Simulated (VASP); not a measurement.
Set up this calculation in VASP 6.6.1, as the native input.

```yaml
Task: single point
Functional: PBEsol
Potentials_or_basis: VASP PAW PBE potentials, release 64 (Al, Ni)
Cutoff: 520 eV
k_mesh: 12 × 12 × 12
Occupations: gaussian, width 0.1 eV
Spin: collinear spin, ferromagnetic start
Starting_moments: "[0.0, 0.28, 0.28, 0.28] μB"
Dipole_correction: no
Further_INCAR_settings: ALGO = Fast; EDIFF = 1e-06; NBANDS = 28
```

The structure of AlNi3 lies in POSCAR:

```
AlNi3
1.0
    3.5881117022      0.0000000000      0.0000000000
    0.0000000000      3.5881117022      0.0000000000
    0.0000000000      0.0000000000      3.5881117022
Al Ni
1 3
Direct
    0.0000000000      0.0000000000      0.0000000000
    0.0000000000      0.5000000000      0.5000000000
    0.5000000000      0.0000000000      0.5000000000
    0.5000000000      0.5000000000      0.0000000000
```

This cell differs from its parent crystal: volume scaled by 1.06.

The input as run:

INCAR

```
PREC = Accurate
ENCUT = 520
EDIFF = 1E-6
ISMEAR = 0
SIGMA = 0.1
LREAL = False
LASPH = True
NELM = 150
ALGO = Fast
ISIF = 2
LWAVE = False
LCHARG = False
ISPIN = 2
MAGMOM = 0 0.28 0.28 0.28
LORBIT = 11
LMAXMIX = 4
GGA = PS
NBANDS = 28
```

KPOINTS

```
regular mesh
0
Gamma
  12 12 12
```

Potentials or basis: VASP PAW PBE potentials, release 64 (Al, Ni).

Command:

```bash
$ cat potpaw_PBE.64/Al/POTCAR potpaw_PBE.64/Ni/POTCAR > POTCAR
$ mpirun -np 1 vasp_std > vasp.out
```

It gave:

- Pressure: -10.2 GPa
- Net moment: 0.70 μB per cell
- Site moments: Al -0.01; Ni +0.25 μB
- Valence electrons inside the program's atomic spheres: Al 0.78; Ni 9.36

Caveat: the PAW data sets were made with another functional, which shifts forces and pressure a little.

Run time: 99 s on 1 thread of Intel(R) Xeon(R) 6975P-C (Granite Rapids), with other jobs on the host, peak memory 0.28 GiB.
